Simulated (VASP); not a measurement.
# Zn (Fm-3m) in VASP: notebook, part 2 of 2

VASP 6.6.1.

## Step 3: Single point, LDA

INCAR

```
PREC = Accurate
ENCUT = 520
EDIFF = 1E-7
ISMEAR = -1
SIGMA = 0.1
LREAL = F
LASPH = T
NELM = 60
ALGO = Normal
ISIF = 2
LWAVE = F
LCHARG = F
NBANDS = 12
```

KPOINTS

```
Automatic mesh
0
Gamma
  17 17 17
```

POSCAR

```
Zn
1.0
    0.0000000000      1.9036393406      1.9036393406
    1.9036393406      0.0000000000      1.9036393406
    1.9036393406      1.9036393406      0.0000000000
Zn
1
Direct
    0.0000000000      0.0000000000      0.0000000000
```

Potentials or basis: VASP PAW LDA potentials, release 64 (Zn).

Run with:

```bash
$ cat potpaw_LDA.64/Zn/POTCAR > POTCAR
$ mpirun -np 1 vasp_std > vasp.out
```

Wall time 35 s (1 thread of Intel Xeon 8259CL, shared host); peak memory 0.14 GiB.

The run converged. Its results:

- Free energy: -1.8529 eV
- Pressure: -1.1 GPa
- Band gap on the k mesh: zero (band 6 reaches 4.90 eV, above the bottom of band 7 at 2.41 eV)

Levels at points of the mesh, in eV from the Fermi level:
```
           k point  band 2  band 3  band 4  band 5  band 6  band 7  band 8  band 9  band 10  band 11
(0.00, 0.00, 0.00)   -7.97   -7.97   -7.97   -7.52   -7.52   19.46   19.46   19.46    19.75    22.28
```

## Step 4: Single point, LDA

This run uses another cell than the first one, of 13.52 Å³/atom, 0.979 times its volume.

INCAR

```
ALGO = Normal
EDIFF = 1E-7
ENCUT = 520
GGA = CA
ISIF = 2
ISMEAR = -1
LASPH = True
LCHARG = True
LELF = True
LREAL = False
LVHAR = True
LWAVE = False
NBANDS = 12
NELM = 60
PREC = Accurate
SIGMA = 0.1
```

KPOINTS

```
k-points
0
Gamma
  18 18 18
```

POSCAR

```
Zn
1.0
    0.0000000000      1.8906845410      1.8906845410
    1.8906845410      0.0000000000      1.8906845410
    1.8906845410      1.8906845410      0.0000000000
Zn
1
Direct
    0.0000000000      0.0000000000      0.0000000000
```

Potentials or basis: VASP PAW LDA potentials, release 64 (Zn).

Run with:

```bash
$ cat potpaw_LDA.64/Zn/POTCAR > POTCAR
$ mpirun -np 1 vasp_std > vasp.out
```

OUTCAR:

```text
EDIFF = 1E-7
   ENCUT = 520
   GGA = CA
   ISIF = 2
   ISMEAR = -1
   LASPH = True
   LREAL = False
   NELM = 60
   PREC = Accurate

 ion  position               nearest neighbor table
   1  0.000  0.000  0.000-

  LATTYP: Found a face centered cubic cell.
 ALAT       =     3.7813690820

  Lattice vectors:

 A1 = (   0.0000000000,   1.8906845410,   1.8906845410)
 A2 = (   1.8906845410,   0.0000000000,   1.8906845410)
 A3 = (   1.8906845410,   1.8906845410,   0.0000000000)

Analysis of symmetry for initial positions (statically):
=====================================================================
 Subroutine PRICEL returns:
 Original cell was already a primitive cell.

 Routine SETGRP: Setting up the symmetry group for a
 face centered cubic supercell.

 Subroutine GETGRP returns: Found 48 space group operations
 (whereof 48 operations were pure point group operations)
 out of a pool of 48 trial point group operations.

The static configuration has the point symmetry O_h .

Analysis of symmetry for dynamics (positions and initial velocities):
[... 168 lines left out ...]
      4      -4.2994      2.00000
      5      -3.8239      2.00000
      6      -3.8239      2.00000
      7      23.5089      0.00000
      8      23.5089      0.00000
      9      23.5089      0.00000
     10      23.6443      0.00000
     11      26.3033      0.00000
     12      26.3033      0.00000
[... 331 lines left out ...]
 k-point    24 :      -0.2222    0.0556    0.0000
  band No.  band energies     occupation
      1      -5.8312      2.00000
      2      -4.3049      2.00000
      3      -4.1791      2.00000
      4      -4.1704      2.00000
      5      -3.8363      2.00000
      6      -3.6617      2.00000
      7      12.1524      0.00000
      8      18.8083      0.00000
      9      22.5862      0.00000
     10      23.6841      0.00000
     11      26.1685      0.00000
     12      26.9129      0.00000

 [... further k-points ...]

------------------------ aborting loop because EDIFF is reached ----------------------------------------

  FORCE on cell =-STRESS in cart. coord.  units (eV):
  Direction    XX          YY          ZZ          XY          YZ          ZX
  --------------------------------------------------------------------------------------
  -------------------------------------------------------------------------------------
  Total        0.0598918      0.0598918      0.0598918      0.0000000     -0.0000000     -0.0000000
  in kB        7.0988957      7.0988957      7.0988957      0.0000000     -0.0000000     -0.0000000
  external PRESSURE =       7.0988957 kB  Pullay stress =       0.0000000 kB

 VOLUME and BASIS-vectors are now :
 -----------------------------------------------------------------------------
  energy-cutoff  :      520.00
  volume of cell :       13.52
      direct lattice vectors                 reciprocal lattice vectors
     0.000000000  1.890684541  1.890684541    -0.264454482  0.264454482  0.264454482
     1.890684541  0.000000000  1.890684541     0.264454482 -0.264454482  0.264454482
     1.890684541  1.890684541  0.000000000     0.264454482  0.264454482 -0.264454482

 POSITION                                       TOTAL-FORCE (eV/Angst)
 -----------------------------------------------------------------------------------
      0.00000      0.00000      0.00000         0.000000      0.000000      0.000000
 -----------------------------------------------------------------------------------
    total drift:                                0.000000     -0.000000      0.000000

  FREE ENERGIE OF THE ION-ELECTRON SYSTEM (eV)
  ---------------------------------------------------
  free  energy   TOTEN  =        -1.8524719447 eV

  energy  without entropy=       -1.8429922118  energy(sigma->0) =       -1.84773208
```

It took 45 s on 1 thread of Intel Xeon 8259CL, shared host; peak memory 0.14 GiB.

Results:

```yaml
Free_energy: -1.8525 eV
Pressure: 0.7 GPa
Band_gap_on_the_k_mesh: zero (band 6 reaches 5.50 eV, above the bottom of band 7 at 2.50 eV)
```

Levels at points of the mesh, in eV from the Fermi level:
| k point | band 3 | band 4 | band 5 | band 6 | band 7 | band 8 | band 9 | band 10 |
| --- | --- | --- | --- | --- | --- | --- | --- | --- |
| (0.00, 0.00, 0.00) | -8.00 | -8.00 | -7.53 | -7.53 | 19.81 | 19.81 | 19.81 | 19.94 |
| (0.50, 0.00, 0.00) | -8.01 | -7.18 | -7.18 | -3.36 | -1.20 | 16.52 | 16.52 | 18.40 |
| (0.50, 0.50, 0.00) | -7.19 | -7.09 | -7.09 | -1.27 | 2.17 | 8.98 | 8.98 | 13.00 |

## Step 5: Relaxation of cell and atoms, LDA, target pressure -1.7 GPa, at which the enthalpy is minimised

INCAR

```
ALGO = Normal ; EDIFF = 1E-6
EDIFFG = -0.005 ; ENCUT = 600
IBRION = 2 ; ISIF = 3
ISMEAR = -1 ; LASPH = True
LCHARG = False ; LREAL = False
LWAVE = False ; NELM = 100
NSW = 60 ; PREC = Accurate
PSTRESS = -17.0 ; SIGMA = 0.1
```

KPOINTS

```
k-points
0
Gamma
  17 17 17
```

POSCAR

```
Zn
1.0
    0.0000000000      1.9038277552      1.9038277552
    1.9038277552      0.0000000000      1.9038277552
    1.9038277552      1.9038277552      0.0000000000
Zn
1
Direct
    0.0000000000      0.0000000000      0.0000000000
```

Run with:

```bash
$ cat potpaw_LDA.64/Zn/POTCAR > POTCAR
$ mpirun -np 1 vasp_std > vasp.out
```

Wall time 30 s (1 thread of Intel Xeon 8259CL, shared host); peak memory 0.15 GiB.

Results (log left out):

| Quantity | Value |
| --- | --- |
| Free energy | -1.8519 eV |
| Relaxed volume | 13.89 Å³/atom |
| Relaxed cell | a = 2.698 Å, b = 2.698 Å, c = 2.698 Å, α = 60.00°, β = 60.00°, γ = 60.00° |
| Space group after relaxing (to 0.05 Å) | Fm-3m (No. 225) |
| Energy change on relaxing (the enthalpy is what falls) | +0.8 meV/atom |
| Ionic steps | 2 |
| Pressure after relaxing | -1.7 GPa |
| Band gap on the k mesh | zero (band 6 reaches 4.84 eV, above the bottom of band 7 at 2.34 eV) |

Step by step:
| step | energy change (eV) | largest force (eV/Å) | pressure (GPa) | volume (Å³) |
| --- | --- | --- | --- | --- |
| 1 | 0.0000 | 0.0000 | -1.18 | 13.80 |
| 2 | 0.0008 | 0.0000 | -1.69 | 13.89 |

Final structure:
```yaml
crystal:
  lattice:
    - [0.00000, 1.90791, 1.90791]
    - [1.90791, 0.00000, 1.90791]
    - [1.90791, 1.90791, 0.00000]
  atoms:
    - { symbol: Zn, position: [0.00000, 0.00000, 0.00000] }
```

Levels at points of the mesh, in eV from the Fermi level:
| k point | band 3 | band 4 | band 5 | band 6 | band 7 | band 8 | band 9 | band 10 |
| --- | --- | --- | --- | --- | --- | --- | --- | --- |
| (0.00, 0.00, 0.00) | -7.95 | -7.95 | -7.50 | -7.50 | 19.37 | 19.37 | 19.37 | 19.70 |

Caveat: the cell is relaxed towards a set pressure, so the enthalpy falls and the energy may rise.

## Step 6: Relaxation of cell and atoms, LDA, target pressure -1.7 GPa, at which the enthalpy is minimised

INCAR

```
SYSTEM = Zn
ALGO = Normal
EDIFF = 1E-7
EDIFFG = -0.005
ENCUT = 600
IBRION = 2
ISIF = 3
ISMEAR = -1
LASPH = .TRUE.
LCHARG = .FALSE.
LREAL = .FALSE.
LWAVE = .FALSE.
NELM = 100
NSW = 32
PREC = Accurate
PSTRESS = -17.0
SIGMA = 0.1
```

KPOINTS

```
k-points
0
G
  17 17 17
  0 0 0
```

POSCAR

```
Zn
1.0
    0.0000000000      1.9036393406      1.9036393406
    1.9036393406      0.0000000000      1.9036393406
    1.9036393406      1.9036393406      0.0000000000
Zn
1
Direct
    0.0000000000      0.0000000000      0.0000000000
```

Potentials or basis: VASP PAW LDA potentials, release 64 (Zn).

Run with:

```bash
$ cat potpaw_LDA.64/Zn/POTCAR > POTCAR
$ mpirun -np 1 vasp_std > vasp.out
```

Wall time 42 s (1 thread of Intel Xeon 8259CL, shared host); peak memory 0.15 GiB.

Results (log left out):

| Item | Value |
| --- | --- |
| Free energy | -1.8520 eV |
| Relaxed volume | 13.88 Å³/atom |
| Relaxed cell | a = 2.698 Å, b = 2.698 Å, c = 2.698 Å, α = 60.00°, β = 60.00°, γ = 60.00° |
| Space group after relaxing (to 0.05 Å) | Fm-3m (No. 225) |
| Energy change on relaxing (the enthalpy is what falls) | +0.8 meV/atom |
| Ionic steps | 3 |
| Pressure after relaxing | -1.7 GPa |
| Band gap on the k mesh | zero (band 6 reaches 4.85 eV, above the bottom of band 7 at 2.35 eV) |

The path:
```
step  energy change (eV)  largest force (eV/Å)  pressure (GPa)  volume (Å³)
   1              0.0000                0.0000           -1.16        13.80
   2              0.0008                0.0000           -1.76        13.89
   3              0.0008                0.0000           -1.70        13.88
```

Final structure:
```
Zn
1.0
     0.00000    1.90754    1.90754
     1.90754    0.00000    1.90754
     1.90754    1.90754    0.00000
Zn
1
Direct
  0.00000 0.00000 0.00000
```

Levels at points of the mesh, in eV from the Fermi level:
```csv
k point,band 4,band 5,band 6,band 7,band 8,band 9
"(0.00, 0.00, 0.00)",-7.95,-7.50,-7.50,19.38,19.38,19.38
```

Caveat: the cell is relaxed towards a set pressure, so the enthalpy falls and the energy may rise.

## Step 7: The runs side by side

```csv
task,cell,k mesh,cutoff (eV),gap on the mesh (eV),pressure (GPa)
single point,"a = 2.692 Å, angles 60.0°, 1 atom",17 × 17 × 17,520,none,-1.1
single point,"a = 2.674 Å, angles 60.0°, 1 atom",18 × 18 × 18,520,none,0.7
relaxation of cell and atoms,"relaxed to -1.7 GPa from a = 2.692 Å, angles 60.0°, 1 atom",17 × 17 × 17,600,none,-1.7
```

Alike in all rows: level LDA; potentials or basis VASP PAW LDA potentials, release 64 (Zn); no spin polarisation; smearing fermi-dirac 0.1 eV.

Caveats: the cell is relaxed towards a set pressure, so the enthalpy falls and the energy may rise (some runs).

Absolute energies hang on the potentials; compare differences alone.
